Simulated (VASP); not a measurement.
# N in VASP: further runs, part 2 of 2

VASP 6.6.1. The steps go on from the part before.

**3. Single point, LDA, collinear spin, ferromagnetic start (volume scaled by 0.88, then relaxed in part)**

INCAR

```
SYSTEM = N
PREC = Accurate
ENCUT = 520
EDIFF = 1E-7
ISMEAR = 0
SIGMA = 0.02
LREAL = .FALSE.
LASPH = .TRUE.
NELM = 150
ALGO = Normal
ISIF = 2
LWAVE = .FALSE.
LCHARG = .FALSE.
ISPIN = 2
MAGMOM = 3.15 3.15 3.15 3.15
LORBIT = 11
NBANDS = 22
```

KPOINTS

```
regular mesh
0
G
  6 6 6
  0 0 0
```

POSCAR

```
N
1.0
    4.6292546138      0.0000000000      0.0000000000
    0.0000000000      4.6292546138      0.0000000000
    0.0000000000      0.0000000000      4.6292546138
N
4
Direct
   -0.0000221095     -0.0000221095     -0.0000221095
    0.5000221095      1.0000221095      0.4999778905
    0.4999778905      0.5000221095      1.0000221095
    1.0000221095      0.4999778905      0.5000221095
```

Potentials or basis: VASP PAW LDA potentials, release 64 (N).

The run is started by

```sh
> cat potpaw_LDA.64/N/POTCAR > POTCAR
> mpirun -np 1 vasp_std > vasp.out
```

OUTCAR:

```text
SYSTEM = N
   PREC = Accurate
   ENCUT = 520
   EDIFF = 1E-7
   ISMEAR = 0
   LREAL = .FALSE.
   LASPH = .TRUE.
   NELM = 150
   ISIF = 2
   ISPIN = 2
   LORBIT = 11

 ion  position               nearest neighbor table
   1  1.000  1.000  1.000-
   2  0.500  0.000  0.500-
   3  0.500  0.500  0.000-
   4  0.000  0.500  0.500-

  LATTYP: Found a simple cubic cell.
 ALAT       =     4.6292546138

  Lattice vectors:

 A1 = (   4.6292546138,   0.0000000000,   0.0000000000)
 A2 = (   0.0000000000,   4.6292546138,   0.0000000000)
 A3 = (   0.0000000000,   0.0000000000,   4.6292546138)

Analysis of symmetry for initial positions (statically):
=====================================================================
 Subroutine PRICEL returns:
 Original cell was already a primitive cell.

 Routine SETGRP: Setting up the symmetry group for a
 simple cubic supercell.

 Subroutine GETGRP returns: Found 12 space group operations
 (whereof  3 operations were pure point group operations)
 out of a pool of 48 trial point group operations.

The static configuration has the point symmetry C_3 .
 The point group associated with its full space group is T   .

Analysis of symmetry for dynamics (positions and initial velocities):
=====================================================================
 Subroutine PRICEL returns:
 Original cell was already a primitive cell.

 Routine SETGRP: Setting up the symmetry group for a
 simple cubic supercell.

 Subroutine GETGRP returns: Found 12 space group operations
 (whereof  3 operations were pure point group operations)
 out of a pool of 48 trial point group operations.

The dynamic configuration has the point symmetry C_3 .
 The point group associated with its full space group is T   .

Analysis of structural, dynamic, and magnetic symmetry:
[... 159 lines left out ...]
  ---------------------------------------------------
  free energy    TOTEN  =       -11.80469172 eV

  energy without entropy =      -11.80469172  energy(sigma->0) =      -11.80469172

 E-fermi :  -3.9706     XC(G=0):  -7.2063

 val. band max:       -4.1102063574   @ k =   0.0000   0.0000   0.0000
 cond. band min:      -2.9881876991   @ k =   0.5000   0.5000   0.5000
 fundamental gap:      1.1220186583
 Fermi energy:        -3.9706093990

 spin component 1

 k-point     1 :       0.0000    0.0000    0.0000
  band No.  band energies     occupation
      1     -16.9608      1.00000
      2     -15.9975      1.00000
      3     -15.9975      1.00000
      4     -15.9975      1.00000
      5      -6.1051      1.00000
      6      -6.1051      1.00000
[... 589 lines left out ...]
     21       8.1777      0.00000
     22       8.1777      0.00000
 Fermi energy:        -3.9706093990

 spin component 2

 k-point     1 :       0.0000    0.0000    0.0000
  band No.  band energies     occupation
      1     -13.0400      1.00000
      2     -11.7047      1.00000
      3     -11.7047      1.00000
      4     -11.7047      1.00000
      5      -2.5594      0.00000
      6      -2.5594      0.00000
[... 589 lines left out ...]
     21      10.7731      0.00000
     22      10.7731      0.00000

------------------------ aborting loop because EDIFF is reached ----------------------------------------

  FORCE on cell =-STRESS in cart. coord.  units (eV):
  Direction    XX          YY          ZZ          XY          YZ          ZX
  --------------------------------------------------------------------------------------
  -------------------------------------------------------------------------------------
  Total        0.3259142      0.3259142      0.3259142      0.0000000     -0.0000000     -0.0000000
  in kB        5.2635736      5.2635736      5.2635736      0.0000000     -0.0000000     -0.0000000
  external PRESSURE =       5.2635736 kB  Pullay stress =       0.0000000 kB

 VOLUME and BASIS-vectors are now :
 -----------------------------------------------------------------------------
  energy-cutoff  :      520.00
  volume of cell :       99.20
      direct lattice vectors                 reciprocal lattice vectors
     4.629254614  0.000000000  0.000000000     0.216017498  0.000000000  0.000000000
     0.000000000  4.629254614  0.000000000     0.000000000  0.216017498  0.000000000
     0.000000000  0.000000000  4.629254614     0.000000000  0.000000000  0.216017498

 POSITION                                       TOTAL-FORCE (eV/Angst)
 -----------------------------------------------------------------------------------
      4.62915      4.62915      4.62915         0.000046      0.000046      0.000046
      2.31473      0.00010      2.31452        -0.000046     -0.000046      0.000046
      2.31452      2.31473      0.00010         0.000046     -0.000046     -0.000046
      0.00010      2.31452      2.31473        -0.000046      0.000046     -0.000046
 -----------------------------------------------------------------------------------
    total drift:                                0.000000      0.000000     -0.000000

  FREE ENERGIE OF THE ION-ELECTRON SYSTEM (eV)
  ---------------------------------------------------
  free  energy   TOTEN  =       -11.8046917171 eV

  energy  without entropy=      -11.8046917171  energy(sigma->0) =      -11.80469172

 total charge

# of ion       s       p       d       tot
------------------------------------------
    1        1.350   1.894   0.000   3.244
    2        1.350   1.894   0.000   3.244
    3        1.350   1.894   0.000   3.244
    4        1.350   1.894   0.000   3.244
--------------------------------------------------
tot          5.400   7.577   0.000  12.978

 magnetization (x)

# of ion       s       p       d       tot
------------------------------------------
    1        0.042   1.893   0.000   1.935
    2        0.042   1.893   0.000   1.935
    3        0.042   1.893   0.000   1.935
    4        0.042   1.893   0.000   1.935
--------------------------------------------------
tot          0.167   7.573   0.000   7.740
```

OSZICAR:

```text
N       E                     dE             d eps       ncg     rms          rms(c)
DAV:   1     0.808286982306E+02    0.80829E+02   -0.86809E+03  2112   0.762E+02
DAV:   2    -0.418276058688E+01   -0.85011E+02   -0.73546E+02  3120   0.145E+02
DAV:   3    -0.116030269648E+02   -0.74203E+01   -0.70118E+01  2580   0.401E+01
DAV:   4    -0.116652060586E+02   -0.62179E-01   -0.62160E-01  2388   0.438E+00
DAV:   5    -0.116658599222E+02   -0.65386E-03   -0.65374E-03  2610   0.436E-01    0.259E+00
DAV:   6    -0.117333447809E+02   -0.67485E-01   -0.13175E-01  2310   0.198E+00    0.128E+00
DAV:   7    -0.117845611501E+02   -0.51216E-01   -0.93904E-02  2400   0.192E+00    0.581E-01
DAV:   8    -0.118034419143E+02   -0.18881E-01   -0.50076E-03  2406   0.434E-01    0.295E-01
DAV:   9    -0.118046194838E+02   -0.11776E-02   -0.22976E-04  2412   0.959E-02    0.135E-01
DAV:  10    -0.118046868559E+02   -0.67372E-04   -0.47065E-05  2376   0.430E-02    0.254E-02
DAV:  11    -0.118046881208E+02   -0.12649E-05   -0.17984E-05  2468   0.195E-02    0.560E-03
DAV:  12    -0.118046911463E+02   -0.30255E-05   -0.12423E-06  2478   0.542E-03    0.261E-03
DAV:  13    -0.118046916506E+02   -0.50434E-06   -0.10835E-07  2116   0.179E-03    0.124E-03
DAV:  14    -0.118046917171E+02   -0.66504E-07   -0.29668E-08  1686   0.923E-04
   1 F= -.11804692E+02 E0= -.11804692E+02  d E =-.544571E-25  mag=    12.0000
```

stdout:

```text
POSCAR found type information on POSCAR N
 POSCAR found :  1 types and       4 ions
 scaLAPACK will be used
 LDA part: xc-table for (Slater(with rela. corr.)+CA(PZ))
 , standard interpolation
 POSCAR, INCAR and KPOINTS ok, starting setup
 FFT: planning ... GRIDC
 FFT: planning ... GRID_SOFT
 FFT: planning ... GRID
 WAVECAR not read
 entering main loop
```

Wall time 88 s (1 thread of Intel Xeon Platinum 8259CL at 2.50GHz (Skylake/Cascade Lake), shared host); peak memory 0.21 GiB.

What came out:

```
Free energy                                           : -11.8047 eV
Pressure                                              : 0.5 GPa
Band gap on the k mesh                                : 1.12 eV
Net moment                                            : 12.00 μB per cell
Site moments                                          : N +1.94 μB
Valence electrons inside the program's atomic spheres : N 3.24
```

 A k mesh can miss the band edges.

**4. Single point, LDA, collinear spin, ferromagnetic start (volume scaled by 0.91, then relaxed in part)**

INCAR

```
ALGO     = Normal         # electronic algorithm
EDIFF    = 1E-7           # SCF threshold, eV
ENCUT    = 520            # plane-wave cutoff, eV
ISIF     = 2              # what is computed and relaxed
ISMEAR   = 0              # smearing method
ISPIN    = 2              # spin polarisation
LASPH    = True           # aspherical terms in the spheres
LCHARG   = True           # write CHGCAR
LELF     = True           # ELF
LORBIT   = 11             # projections on sites
LREAL    = False          # projectors in reciprocal space
LVHAR    = True         
LWAVE    = False          # write WAVECAR
MAGMOM   = 3.15 3.15 3.15 3.15 # initial moments
NBANDS   = 22             # bands
NELM     = 150            # most SCF steps
PREC     = Accurate       # precision mode
SIGMA    = 0.02           # smearing width, eV
```

KPOINTS

```
k-points
0
Gamma
  6 6 6
```

POSCAR

```
N
1.0
    4.6812730646      0.0000000000      0.0000000000
    0.0000000000      4.6812730646      0.0000000000
    0.0000000000      0.0000000000      4.6812730646
N
4
Direct
   -0.0000221095     -0.0000221095     -0.0000221095
    0.5000221095      1.0000221095      0.4999778905
    0.4999778905      0.5000221095      1.0000221095
    1.0000221095      0.4999778905      0.5000221095
```

Potentials or basis: VASP PAW LDA potentials, release 64 (N).

The run is started by

```sh
> cat potpaw_LDA.64/N/POTCAR > POTCAR
> mpirun -np 1 vasp_std > vasp.out
```

OUTCAR:

```text
EDIFF = 1E-7
   ENCUT = 520
   ISIF = 2
   ISMEAR = 0
   ISPIN = 2
   LASPH = True
   LORBIT = 11
   LREAL = False
   NELM = 150
   PREC = Accurate

 ion  position               nearest neighbor table
   1  1.000  1.000  1.000-
   2  0.500  0.000  0.500-
   3  0.500  0.500  0.000-
   4  0.000  0.500  0.500-

  LATTYP: Found a simple cubic cell.
 ALAT       =     4.6812730646

  Lattice vectors:

 A1 = (   4.6812730646,   0.0000000000,   0.0000000000)
 A2 = (   0.0000000000,   4.6812730646,   0.0000000000)
 A3 = (   0.0000000000,   0.0000000000,   4.6812730646)

Analysis of symmetry for initial positions (statically):
=====================================================================
 Subroutine PRICEL returns:
 Original cell was already a primitive cell.
[... 1399 lines left out ...]
     21      10.3940      0.00000
     22      10.3940      0.00000

------------------------ aborting loop because EDIFF is reached ----------------------------------------

  FORCE on cell =-STRESS in cart. coord.  units (eV):
  Direction    XX          YY          ZZ          XY          YZ          ZX
  --------------------------------------------------------------------------------------
  -------------------------------------------------------------------------------------
  Total        0.2037054      0.2037054      0.2037054     -0.0000000     -0.0000000     -0.0000000
  in kB        3.1814209      3.1814209      3.1814209     -0.0000000     -0.0000000     -0.0000000
  external PRESSURE =       3.1814209 kB  Pullay stress =       0.0000000 kB

 VOLUME and BASIS-vectors are now :
 -----------------------------------------------------------------------------
  energy-cutoff  :      520.00
  volume of cell :      102.59
      direct lattice vectors                 reciprocal lattice vectors
     4.681273065  0.000000000  0.000000000     0.213617105  0.000000000  0.000000000
     0.000000000  4.681273065  0.000000000     0.000000000  0.213617105  0.000000000
     0.000000000  0.000000000  4.681273065     0.000000000  0.000000000  0.213617105

 POSITION                                       TOTAL-FORCE (eV/Angst)
 -----------------------------------------------------------------------------------
      4.68117      4.68117      4.68117         0.000041      0.000041      0.000041
      2.34074      0.00010      2.34053        -0.000041     -0.000041      0.000041
      2.34053      2.34074      0.00010         0.000041     -0.000041     -0.000041
      0.00010      2.34053      2.34074        -0.000041      0.000041     -0.000041
 -----------------------------------------------------------------------------------
    total drift:                                0.000000     -0.000000      0.000000

  FREE ENERGIE OF THE ION-ELECTRON SYSTEM (eV)
  ---------------------------------------------------
  free  energy   TOTEN  =       -11.8157656512 eV

  energy  without entropy=      -11.8157656512  energy(sigma->0) =      -11.81576565

 total charge

# of ion       s       p       d       tot
------------------------------------------
    1        1.350   1.893   0.000   3.244
    2        1.350   1.893   0.000   3.244
    3        1.350   1.893   0.000   3.244
    4        1.350   1.893   0.000   3.244
--------------------------------------------------
tot          5.402   7.573   0.000  12.974

 magnetization (x)

# of ion       s       p       d       tot
------------------------------------------
    1        0.041   1.892   0.000   1.933
    2        0.041   1.892   0.000   1.933
    3        0.041   1.892   0.000   1.933
    4        0.041   1.892   0.000   1.933
--------------------------------------------------
tot          0.164   7.569   0.000   7.733
```

stdout:

```text
POSCAR found type information on POSCAR N
 POSCAR found :  1 types and       4 ions
 scaLAPACK will be used
 LDA part: xc-table for (Slater(with rela. corr.)+CA(PZ))
 , standard interpolation
 POSCAR, INCAR and KPOINTS ok, starting setup
 FFT: planning ... GRIDC
 FFT: planning ... GRID_SOFT
 FFT: planning ... GRID
 WAVECAR not read
 entering main loop
```

Wall time 78 s (1 thread of Intel Xeon Platinum 8259CL at 2.50GHz (Skylake/Cascade Lake), shared host); peak memory 0.21 GiB.

Results:

- Free energy: -11.8158 eV
- Pressure: 0.3 GPa
- Band gap on the k mesh: 1.25 eV
- Net moment: 12.00 μB per cell
- Site moments: N +1.93 μB
- Valence electrons inside the program's atomic spheres: N 3.24

 A k mesh can miss the band edges.

**5. Single point, LDA, collinear spin, ferromagnetic start (volume scaled by 1.10, then relaxed in part)**

INCAR

```
PREC = Accurate
ENCUT = 520
EDIFF = 1E-7
ISMEAR = 0
SIGMA = 0.02
LREAL = F
LASPH = T
NELM = 150
ALGO = Normal
ISIF = 2
LWAVE = F
LCHARG = T
ISPIN = 2
MAGMOM = 3.15 3.15 3.15 3.15
LORBIT = 11
GGA = CA
LELF = T
LVHAR = T
NBANDS = 22
```

KPOINTS

```
Automatic mesh
0
Gamma
  6 6 6
```

POSCAR

```
N
1.0
    4.9867133645      0.0000000000      0.0000000000
    0.0000000000      4.9867133645      0.0000000000
    0.0000000000      0.0000000000      4.9867133645
N
4
Direct
   -0.0000221095     -0.0000221095     -0.0000221095
    0.5000221095      1.0000221095      0.4999778905
    0.4999778905      0.5000221095      1.0000221095
    1.0000221095      0.4999778905      0.5000221095
```

The run is started by

```sh
> cat potpaw_LDA.64/N/POTCAR > POTCAR
> mpirun -np 1 vasp_std > vasp.out
```

It took 1.9 min on 1 thread of Intel Xeon Platinum 8259CL at 2.50GHz (Skylake/Cascade Lake), shared host; peak memory 0.24 GiB.

Results (log left out):

```
Free energy                                           : -11.8193 eV
Pressure                                              : -0.3 GPa
Band gap on the k mesh                                : 1.89 eV
Net moment                                            : 12.00 μB per cell
Site moments                                          : N +1.93 μB
Valence electrons inside the program's atomic spheres : N 3.24
```

Levels at points of the mesh, in eV from the valence-band top:
Spin up:
```tsv
k point	band 13	band 14	band 15	band 16	band 17	band 18	band 19	band 20
(0.00, 0.00, 0.00)	-0.45	0.00	0.00	0.00	6.99	10.66	10.66	10.66
(0.50, 0.00, 0.00)	-0.23	-0.23	-0.23	-0.23	8.74	8.74	11.48	11.48
(0.50, 0.50, 0.00)	-0.15	-0.15	-0.15	-0.15	10.07	10.07	10.07	10.07
(0.50, 0.50, 0.50)	-0.15	-0.15	-0.15	-0.15	10.83	10.83	10.83	10.83
```
Spin down:
```csv
k point,band 2,band 3,band 4,band 5,band 6,band 7
"(0.00, 0.00, 0.00)",-7.44,-7.44,-7.44,2.20,2.20,2.20
"(0.50, 0.00, 0.00)",-7.85,-7.43,-7.43,2.84,2.84,2.84
"(0.50, 0.50, 0.00)",-7.64,-7.64,-7.64,2.50,2.50,2.50
"(0.50, 0.50, 0.50)",-7.62,-7.62,-7.62,1.89,1.89,1.89
```

 A k mesh can miss the band edges.

**6. Summary**

| cell | k mesh | gap on the mesh (eV) | pressure (GPa) | moment (μB) |
| --- | --- | --- | --- | --- |
| a = 4.831 Å, 4 atoms | 4 × 4 × 4 | 1.58 | -0.1 | 12.00 |
| a = 4.629 Å, 4 atoms | 6 × 6 × 6 | 1.12 | 0.5 | 12.00 |
| a = 4.681 Å, 4 atoms | 6 × 6 × 6 | 1.25 | 0.3 | 12.00 |
| a = 4.987 Å, 4 atoms | 6 × 6 × 6 | 1.89 | -0.3 | 12.00 |

Alike in all rows: task single point; level LDA; potentials or basis VASP PAW LDA potentials, release 64 (N); spin collinear, ferromagnetic start; cutoff (eV) 520; smearing gaussian 0.02 eV.

Total energies depend on the potentials used, so only differences within one code and one set of settings carry meaning.
